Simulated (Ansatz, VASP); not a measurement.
TaSb in VASP and in Ansatz

The input INCAR:

```
PREC = Accurate
ENCUT = 520
EDIFF = 1E-6
ISMEAR = 0
SIGMA = 0.05
LREAL = F
LASPH = T
NELM = 60
ALGO = Normal
ISIF = 2
LWAVE = F
LCHARG = F
GGA = PE
NBANDS = 15
```

The input KPOINTS:

```
regular mesh
0
Gamma
  6 6 6
```

POSCAR

```
TaSb
1.0
    0.0000000000      3.0016607102      3.0016607102
    3.0016607102      0.0000000000      3.0016607102
    3.0016607102      3.0016607102      0.0000000000
Ta Sb
1 1
Direct
    0.0000000000      0.0000000000      0.0000000000
    0.2500000000      0.2500000000      0.2500000000
```

Input for Ansatz:

```yaml
crystal:
  lattice:
    - [0.0, 3.0016607102, 3.0016607102]
    - [3.0016607102, 0.0, 3.0016607102]
    - [3.0016607102, 3.0016607102, 0.0]
  atoms:
    - { symbol: Ta, position: [0.0, 0.0, 0.0] }
    - { symbol: Sb, position: [0.25, 0.25, 0.25] }
basis:
  ecutwfc: 420
  ecutrho_ratio: 4
kpoints:
  mp_grid: { grid: [6, 6, 6] }
hamiltonian:
  xc: pbe
scf:
  occupations: { method: gaussian, width: 0.05 }
output:
  forces: true
  stress: true
  eigenvalues: true
```

Alike in both runs: task single point; functional PBE; k mesh 6 × 6 × 6; occupations gaussian, width 0.05 eV; no spin polarisation.

```csv
,VASP,Ansatz
version,VASP 6.6.1,Ansatz 0.2.0
potentials or method,"VASP PAW PBE potentials, release 64 (Ta_pv, Sb), cutoff 520 eV","scalar-relativistic, plane waves, PAW"
valence electrons in the cell,16,28
```

Ansatz gave:

| Item | Value |
| --- | --- |
| gap on the k mesh at the Fermi level (eV) | none |
| pressure (GPa) | 13.6 |

Q: Estimate VASP's values.

A: gap on the k mesh at the Fermi level (eV): none; pressure (GPa): 13.7.

A gap of «none» marks a metal or a gap that the smearing closes. The functional is the same, so the differences come from potentials, cutoffs and numerics. VASP's potentials hold 16 valence electrons a cell and Ansatz's 28, so a difference there can come from the potentials and not from the codes.

Spin-orbit coupling is off throughout.
